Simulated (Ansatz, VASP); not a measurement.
# Two plane-wave programs on MgO

The input POSCAR:

```
MgO
1.0
    0.0000000000      2.1907254362      2.1907254362
    2.1907254362      0.0000000000      2.1907254362
    2.1907254362      2.1907254362      0.0000000000
Mg O
1 1
Direct
    0.0000000000      0.0000000000      0.0000000000
    0.2500000000      0.2500000000      0.2500000000
```

The input INCAR.step1:

```
PREC = Accurate
ENCUT = 520
EDIFF = 1E-5
ISMEAR = 0
SIGMA = 0.01
LREAL = F
LASPH = T
NELM = 120
ALGO = Normal
ISIF = 2
LWAVE = T
NBANDS = 11
GGA = PE
GGA_COMPAT = F
```

INCAR.step2

```
PREC = Accurate
ENCUT = 520
EDIFF = 1E-6
ISMEAR = 0
SIGMA = 0.01
LREAL = F
LASPH = T
NELM = 120
ALGO = Normal
ISIF = 2
LWAVE = F
LCHARG = T
GGA = PE
LHFCALC = T
HFSCREEN = 0.2079
PRECFOCK = Normal
LELF = T
LVHAR = T
NBANDS = 11
ISTART = 1
GGA_COMPAT = F
```

The input KPOINTS:

```
Automatic mesh
0
Gamma
  6 6 6
```

Input for Ansatz:

```yaml
crystal:
  lattice:
    - [0.0, 2.1907254362, 2.1907254362]
    - [2.1907254362, 0.0, 2.1907254362]
    - [2.1907254362, 2.1907254362, 0.0]
  atoms:
    - { symbol: Mg, position: [0.0, 0.0, 0.0] }
    - { symbol: O, position: [0.25, 0.25, 0.25] }
kpoints:
  mp_grid: { grid: [6, 6, 6] }
  band_path:
    path:
      - [0.0, 0.0, 0.0]
      - [-0.5, -0.5, 0.0]
      - [-0.375, -0.375, 0.25]
      - [-0.375, 0.0, 0.375]
      - [0.0, 0.0, 0.5]
      - [-0.5, -0.25, 0.25]
      - [-0.083333, 0.0, 0.078125]
    npoints: 1
hamiltonian:
  xc: hse06
scf:
  occupations: { method: fixed }
  n_extra_bands: 4
output:
  forces: true
  stress: true
  eigenvalues: true
```

Change from the starting cell: hydrostatic strain -4.0%.

Alike in both runs: task single point; functional HSE06; k mesh 6 × 6 × 6; no spin polarisation.

|  | VASP | Ansatz |
| --- | --- | --- |
| version | VASP 6.6.1 | Ansatz 0.2.0 |
| potentials or method | VASP PAW PBE potentials, release 64 (Mg, O) | plane waves, PAW |
| plane-wave cutoff (eV) | 520 | 420 |
| occupations | gaussian, width 0.01 eV | fixed |
| valence electrons in the cell | 8 | 16 |

Ansatz gave:

- gap on the k mesh at the Fermi level (eV): 6.08
- pressure (GPa): 19.7

Problem. Estimate VASP's values.

Solution. gap on the k mesh at the Fermi level (eV): 6.06; pressure (GPa): 20.0.

VASP's potentials hold 8 valence electrons a cell and Ansatz's 16, so a difference there can come from the potentials and not from the codes. Ansatz's warnings: stress exchange threshold loose, stress scf threshold loose.
